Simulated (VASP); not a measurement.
# P in VASP: single point with r2SCAN+rVV10

Aim: the single point of P with r2SCAN+rVV10.

Program: VASP 6.6.1. These are calculated values, not measurements. Logs are shortened: lines on timing, memory, paths and dates and some standing lists are left out, and cuts for length are marked.

**1. The cell of the first run**

The cell holds a sheet with vacuum, 4 atoms: a = 3.347 Å, b = 4.376 Å, c = 28.062 Å, α = 90.00°, β = 90.00°, γ = 90.00°.

**2. Single point, r2SCAN+rVV10**

Input file POSCAR:

```
P
1.0
    3.3467360000      0.0000000000      0.0000000000
    0.0000000000      4.3763000000      0.0000000000
    0.0000000000      0.0000000000     28.0616121588
P
4
Direct
    0.0000000000      0.0836961317      0.3607161666
    0.0000000000      0.9163038683      0.2853909058
    0.5000000000      0.5836961317      0.2853909058
    0.5000000000      0.4163038683      0.3607161666
```

Input file INCAR.step1:

```
SYSTEM = P
ALGO     = Normal         ! electronic algorithm
DIPOL    = 0.5 0.5 0.323
EDIFF    = 1E-4           ! SCF threshold, eV
ENCUT    = 520            ! plane-wave cutoff, eV
GGA      = PE             ! functional
IDIPOL   = 3            
ISMEAR   = 0              ! smearing method
LASPH    = .True.         ! aspherical terms in the spheres
LCHARG   = .False.        ! write CHGCAR
LDIPOL   = .True.       
LREAL    = .False.        ! projectors in reciprocal space
LWAVE    = .True.         ! write WAVECAR
NBANDS   = 18             ! bands
NELM     = 80             ! most SCF steps
PREC     = Accurate       ! precision mode
SIGMA    = 0.02           ! smearing width, eV
```

Input file INCAR.step2:

```
SYSTEM = P
ALGO     = Normal         ! electronic algorithm
BPARAM   = 11.95        
CPARAM   = 0.0093       
DIPOL    = 0.5 0.5 0.323
EDIFF    = 1E-7           ! SCF threshold, eV
ENCUT    = 520            ! plane-wave cutoff, eV
IDIPOL   = 3            
ISIF     = 2              ! what is computed and relaxed
ISMEAR   = 0              ! smearing method
ISTART   = 1            
IVDW_NL  = 2            
LASPH    = .True.         ! aspherical terms in the spheres
LCHARG   = .True.         ! write CHGCAR
LDIPOL   = .True.       
LELF     = .True.         ! ELF
LMIXTAU  = .True.       
LREAL    = .False.        ! projectors in reciprocal space
LUSE_VDW = .True.       
LVACPOTAV= .True.       
LVHAR    = .True.       
LWAVE    = .False.        ! write WAVECAR
METAGGA  = R2SCAN         ! meta-GGA
NBANDS   = 18             ! bands
NELM     = 80             ! most SCF steps
PREC     = Accurate       ! precision mode
SIGMA    = 0.02           ! smearing width, eV
```

Input file KPOINTS:

```
k-points
0
Gamma
  10 8 1
  0 0 0
```

Potentials or basis: VASP PAW PBE potentials, release 64 (P).

Started as:

```console
> cat potpaw_PBE.64/P/POTCAR > POTCAR
> cp INCAR.step1 INCAR
> mpirun -np 1 vasp_std > vasp.out
> cp INCAR.step2 INCAR
> mpirun -np 1 vasp_std > vasp.out
```

OUTCAR:

```text
SYSTEM = P
   BPARAM = 11.95
   EDIFF = 1E-7
   ENCUT = 520
   ISIF = 2
   ISMEAR = 0
   ISTART = 1
   IVDW_NL = 2
   LASPH = .True.
   LREAL = .False.
   METAGGA = R2SCAN
   NELM = 80
   PREC = Accurate

 ion  position               nearest neighbor table
   1  0.000  0.084  0.361-   4 2.22   4 2.22   2 2.24
   2  0.000  0.916  0.285-   3 2.22   3 2.22   1 2.24
   3  0.500  0.584  0.285-   2 2.22   2 2.22   4 2.24
   4  0.500  0.416  0.361-   1 2.22   1 2.22   3 2.24

  LATTYP: Found a simple orthorhombic cell.
 ALAT       =     3.3467360000
 B/A-ratio  =     1.3076322722
 C/A-ratio  =     8.3847701638

  Lattice vectors:

 A1 = (   3.3467360000,   0.0000000000,   0.0000000000)
 A2 = (   0.0000000000,   4.3763000000,   0.0000000000)
 A3 = (   0.0000000000,   0.0000000000,  28.0616121588)

Analysis of symmetry for initial positions (statically):
=====================================================================
 Subroutine PRICEL returns:
 Original cell was already a primitive cell.

 Routine SETGRP: Setting up the symmetry group for a
 simple orthorhombic supercell.

 Subroutine GETGRP returns: Found  8 space group operations
 (whereof  2 operations were pure point group operations)
 out of a pool of  8 trial point group operations.

The static configuration has the point symmetry C_1h.
 The point group associated with its full space group is D_2h.

Analysis of symmetry for dynamics (positions and initial velocities):
=====================================================================
 Subroutine PRICEL returns:
 Original cell was already a primitive cell.

 Routine SETGRP: Setting up the symmetry group for a
 simple orthorhombic supercell.

 Subroutine GETGRP returns: Found  8 space group operations
 (whereof  2 operations were pure point group operations)
 out of a pool of  8 trial point group operations.

The dynamic configuration has the point symmetry C_1h.
 The point group associated with its full space group is D_2h.

 Subroutine INISYM returns: Found  8 space group operations
 (whereof  2 operations are pure point group operations),
 and found     1 'primitive' translations

----------------------------------------------------------------------------------------

                                     Primitive cell

  volume of cell :     410.9994

  direct lattice vectors                    reciprocal lattice vectors
     3.346736000  0.000000000  0.000000000     0.298798591  0.000000000  0.000000000
     0.000000000  4.376300000  0.000000000     0.000000000  0.228503530  0.000000000
     0.000000000  0.000000000 28.061612159     0.000000000  0.000000000  0.035635871

  length of vectors
     3.346736000  4.376300000 28.061612159     0.298798591  0.228503530  0.035635871

  position of ions in fractional coordinates (direct lattice)
     0.000000000  0.083696132  0.360716167
     0.000000000  0.916303868  0.285390906
     0.500000000  0.583696132  0.285390906
     0.500000000  0.416303868  0.360716167

  ion indices of the primitive-cell ions
   primitive index   ion index
                 1           1
                 2           2
                 3           3
                 4           4

----------------------------------------------------------------------------------------

 KPOINTS: k-points

Automatic generation of k-mesh.
 Grid dimensions read from file:
 generate k-points for:   10    8    1

 Generating k-lattice:

  Cartesian coordinates                     Fractional coordinates (reciprocal lattice)
     0.029879859  0.000000000  0.000000000     0.100000000  0.000000000  0.000000000
     0.000000000  0.028562941  0.000000000     0.000000000  0.125000000  0.000000000
     0.000000000  0.000000000  0.035635871     0.000000000  0.000000000  1.000000000

  Length of vectors
     0.029879859  0.028562941  0.035635871

  Shift w.r.t. Gamma in fractional coordinates (k-lattice)
     0.000000000  0.000000000  0.000000000

 Subroutine IBZKPT returns following result:
 ===========================================

 Found     30 irreducible k-points:

 Following reciprocal coordinates:
            Coordinates               Weight
  0.000000  0.000000  0.000000      1.000000
  0.100000  0.000000  0.000000      2.000000
  0.200000  0.000000  0.000000      2.000000
  0.300000  0.000000  0.000000      2.000000
  0.400000  0.000000  0.000000      2.000000
  0.500000  0.000000  0.000000      1.000000
[... 16 lines left out ...]
  0.400000  0.375000  0.000000      4.000000
  0.500000  0.375000  0.000000      2.000000
 [... further k-points ...]
   k-points           NKPTS =     30   k-points in BZ     NKDIM =     30   number of bands    NBANDS=     18
   number of dos      NEDOS =    301   number of ions     NIONS =      4
   total plane-waves  NPLWV = 211680
   dimension x,y,z NGX =    28 NGY =   36 NGZ =  210
   dimension x,y,z NGXF=    56 NGYF=   72 NGZF=  420
   ions per type =               4
   NGX,Y,Z   is equivalent  to a cutoff of  13.91, 13.68, 12.44 a.u.
   NGXF,Y,Z  is equivalent  to a cutoff of  27.82, 27.35, 24.88 a.u.
 SYSTEM =  P
   PREC   = accura    normal or accurate (medium, high low for compatibility)
   ISTART =      1    job   : 0-new  1-cont  2-samecut
   ICHARG =      0    charge: 1-file 2-atom 10-const
   ISPIN  =      1    spin polarized calculation?
   LNONCOLLINEAR =      F non collinear calculations
   LSORBIT =      F    spin-orbit coupling
   LASPH  =      T    aspherical Exc in radial PAW
   ENCUT  =  520.0 eV  38.22 Ry    6.18 a.u.   6.22  8.14 52.18*2*pi/ulx,y,z
   NELM   =     80;   NELMIN=  2; NELMDL=  0     # of ELM steps
   EDIFF  = 0.1E-06   stopping-criterion for ELM
   LREAL  =      F    real-space projection
   EDIFFG = 0.1E-05   stopping-criterion for IOM
   NSW    =      0    number of steps for IOM
   IBRION =     -1    ionic relax: 0-MD 1-quasi-New 2-CG
   NFREE  =      0    steps in history (QN), initial steepest desc. (CG)
   ISIF   =      2    stress and relaxation
   ISYM   =      2    0-nonsym 1-usesym 2-fastsym
   POTIM  = 0.5000    time-step for ionic-motion
   TEBEG  =    0.0;   TEEND  =   0.0 temperature during run
   PSTRESS=    0.0 pullay stress
   NELECT =      20.0000    total number of electrons
   NUPDOWN=      -1.0000    fix difference up-down
   EMIN   =  10.00;   EMAX   =-10.00  energy-range for DOS
   EFERMI =   0.00;   METHOD = LEGACY
   ISMEAR =     0;   SIGMA  =   0.02  broadening in eV -4-tet -1-fermi 0-gaus
   EFERMI_NEDOS =   21; number of points for ismear=-14 and -15
   IALGO  =     38    algorithm
   IMIX   =      4    mixing-type and parameters
     AMIX     =   0.40;   BMIX     =  1.00
     AMIX_MAG =   1.60;   BMIX_MAG =  1.00
  volume/ion in A,a.u.               =     102.75       693.39
  Fermi-wavevector in a.u.,A,eV,Ry     =   0.597683  1.129458  4.860345  0.357225
  Thomas-Fermi vector in A             =   1.648502
   LORBIT       =      0    0 simple, 1 ext, 2 COOP (PROOUT), +10 PAW based schemes
   METAGGA = R2SCAN    functional components
   LHFCALC =     F    Hartree Fock is set to
   AEXX    =    0.0000 exact exchange contribution
   IVDW_NL    =     2    kernel type
   BPARAM     =11.9500
   IVDW    =     0    specifies the selected vdW correction
   LEPSILON=     F    determine dielectric tensor
   LRPA    =     F    only Hartree local field effects (RPA)
 non-spin polarized calculation
 Gauss-broadening in eV      SIGMA  =   0.02
  energy-cutoff  :      520.00
  volume of cell :      411.00
 maximum number of plane-waves:     11128
 NGX is ok and might be reduce to    28
   NGX = 13   NGY = 17   NGZ =105

 dipolmoment           0.000000      0.000000     -0.000000 electrons x Angstroem

 number of electron      20.0000002 magnetization

 dipolmoment           0.000000      0.000000      0.000000 electrons x Angstroem

 Free energy of the ion-electron system (eV)
  ---------------------------------------------------
  ext. energy  EPLUGINS =         0.00000000
  ---------------------------------------------------
  free energy    TOTEN  =       -35.18095240 eV

  energy without entropy =      -35.18095240  energy(sigma->0) =      -35.18095240

 E-fermi :  -2.8823     XC(G=0):  -2.2033

 val. band max:       -2.9927559450   @ k =   0.0000   0.0000   0.0000
 cond. band min:      -2.0866479584   @ k =   0.0000   0.0000   0.0000
 fundamental gap:      0.9061079866
 Fermi energy:        -2.8823009313

 k-point     1 :       0.0000    0.0000    0.0000
  band No.  band energies     occupation
      1     -19.0061      2.00000
      2     -16.1875      2.00000
      3     -12.4417      2.00000
      4      -9.1220      2.00000
      5      -7.8830      2.00000
      6      -7.5585      2.00000
[... 10 lines left out ...]
     17       2.2642      0.00000
     18       2.5414      0.00000

 k-point     2 :       0.1000    0.0000    0.0000
  band No.  band energies     occupation
      1     -18.8841      2.00000
      2     -16.0599      2.00000
      3     -12.5508      2.00000
      4      -9.0284      2.00000
      5      -7.7900      2.00000
      6      -7.7762      2.00000
[... 10 lines left out ...]
     17       2.3990      0.00000
     18       2.6334      0.00000

 k-point     3 :       0.2000    0.0000    0.0000
  band No.  band energies     occupation
      1     -18.5202      2.00000
      2     -15.6783      2.00000
      3     -12.9826      2.00000
      4      -8.7904      2.00000
      5      -8.7621      2.00000
      6      -8.3901      2.00000
[... 412 lines left out ...]
 k-point    23 :       0.4000    0.3750    0.0000
  band No.  band energies     occupation
      1     -16.4493      2.00000
      2     -15.5987      2.00000
      3     -13.4149      2.00000
      4     -12.4439      2.00000
      5      -9.2324      2.00000
      6      -8.5268      2.00000
[... 10 lines left out ...]
     17       4.0356      0.00000
     18       4.3082      0.00000

 k-point    24 :       0.5000    0.3750    0.0000
  band No.  band energies     occupation
      1     -15.7181      2.00000
      2     -15.7181      2.00000
      3     -13.3483      2.00000
      4     -13.3483      2.00000
      5      -8.5344      2.00000
      6      -8.5344      2.00000
[... 10 lines left out ...]
     17       3.5272      0.00000
     18       3.5272      0.00000

 [... further k-points ...]

------------------------ aborting loop because EDIFF is reached ----------------------------------------

 vacuum level on the upper side and lower side of the slab       (xc-potential included)         0.034         0.039

  FORCE on cell =-STRESS in cart. coord.  units (eV):
  Direction    XX          YY          ZZ          XY          YZ          ZX
  --------------------------------------------------------------------------------------
  -------------------------------------------------------------------------------------
  Total       -1.1862512      0.6805214     -0.2717437      0.0000000      0.0000000      0.0000000
  in kB       -4.6243010      2.6528409     -1.0593243      0.0000000      0.0000000      0.0000000
  external PRESSURE =      -1.0102614 kB  Pullay stress =       0.0000000 kB

 VOLUME and BASIS-vectors are now :
 -----------------------------------------------------------------------------
  energy-cutoff  :      520.00
  volume of cell :      411.00
      direct lattice vectors                 reciprocal lattice vectors
     3.346736000  0.000000000  0.000000000     0.298798591  0.000000000  0.000000000
     0.000000000  4.376300000  0.000000000     0.000000000  0.228503530  0.000000000
     0.000000000  0.000000000 28.061612159     0.000000000  0.000000000  0.035635871

 POSITION                                       TOTAL-FORCE (eV/Angst)
 -----------------------------------------------------------------------------------
      0.00000      0.36628     10.12228         0.000000      0.070189     -0.059509
      0.00000      4.01002      8.00853        -0.000000     -0.070189      0.059509
      1.67337      2.55443      8.00853         0.000000      0.070189      0.059509
      1.67337      1.82187     10.12228        -0.000000     -0.070189     -0.059509
 -----------------------------------------------------------------------------------
    total drift:                               -0.000000      0.000000     -0.000118

  FREE ENERGIE OF THE ION-ELECTRON SYSTEM (eV)
  ---------------------------------------------------
  free  energy   TOTEN  =       -35.1809523954 eV

  energy  without entropy=      -35.1809523954  energy(sigma->0) =      -35.18095240

 vacuum level on the upper side and lower side of the slab         2.054         2.054
```

Run time: 59 min. Hardware: 1 thread of Oxide Virtual Turin-like, shared host; peak memory 1.3 GiB.

What came out:

```
Free energy                            : -35.1810 eV
Largest force                          : 0.092 eV/Å
Band gap on the k mesh                 : 0.91 eV
Ionisation potential of the upper face : 5.05 eV
```

Forces in eV/Å, atoms in the order of the input:
```
P    0.000  0.070 -0.060
P    0.000 -0.070  0.060
P    0.000  0.070  0.060
P    0.000 -0.070 -0.060
```

Caveat: the PAW data sets were made with another functional, which shifts forces and pressure a little.
